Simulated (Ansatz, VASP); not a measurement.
## AgBr in VASP and in Ansatz

Contents of INCAR:

```
SYSTEM = AgBr
PREC = Accurate ; ENCUT = 500
EDIFF = 1E-6 ; ISMEAR = -1
SIGMA = 0.02 ; LREAL = .False.
LASPH = .True. ; NELM = 120
ALGO = Normal ; ISIF = 2
LWAVE = .False. ; LCHARG = .True.
GGA = PE ; LELF = .True.
LVHAR = .True. ; NBANDS = 16
GGA_COMPAT = .False.
```

Contents of KPOINTS:

```
Automatic mesh
0
Gamma
  9 9 9
  0 0 0
```

Contents of POSCAR:

```
AgBr
1.0
    0.0000000000      2.9216321887      2.9216321887
    2.9216321887      0.0000000000      2.9216321887
    2.9216321887      2.9216321887      0.0000000000
Ag Br
1 1
Direct
    0.0000000000      0.0000000000      0.0000000000
    0.5000000000      0.5000000000      0.5000000000
```

Input for Ansatz:

```yaml
crystal:
  lattice:
    - [0.0, 2.9216321887, 2.9216321887]
    - [2.9216321887, 0.0, 2.9216321887]
    - [2.9216321887, 2.9216321887, 0.0]
  atoms:
    - { symbol: Ag, position: [0.0, 0.0, 0.0] }
    - { symbol: Br, position: [0.5, 0.5, 0.5] }
kpoints:
  mp_grid: { grid: [9, 9, 9] }
  band_path:
    path:
      - [0.0, 0.0, 0.0]
      - [0.5, 0.0, 0.5]
      - [0.625, 0.25, 0.625]
      - [0.375, 0.375, 0.75]
      - [0.0, 0.0, 0.0]
      - [0.5, 0.5, 0.5]
      - [0.5, 0.25, 0.75]
      - [0.5, 0.0, 0.5]
    npoints: 14
scf:
  occupations: { method: fermi_dirac, width: 0.02 }
hamiltonian:
  xc: pbe
  pseudopotentials: { kind: all_electron, lapw: { basis_error: 0.0005 } }
output:
  forces: true
  stress: true
  eigenvalues: true
  populations: true
```

Alike in both runs: task single point; functional PBE; k mesh 9 × 9 × 9; occupations fermi-dirac, width 0.02 eV; no spin polarisation.

|  | VASP | Ansatz |
| --- | --- | --- |
| version | VASP 6.6.1 | Ansatz 0.2.0 |
| potentials or method | VASP PAW PBE potentials, release 64 (Ag, Br), cutoff 500 eV | all-electron LAPW, scalar-relativistic |

Ansatz gave:

| Property | Result |
| --- | --- |
| pressure (GPa) | 0.0 |

Q: Estimate VASP's values.

A: Pressure (GPa): -0.1.

Ansatz ran all-electron here, and VASP with PAW potentials.
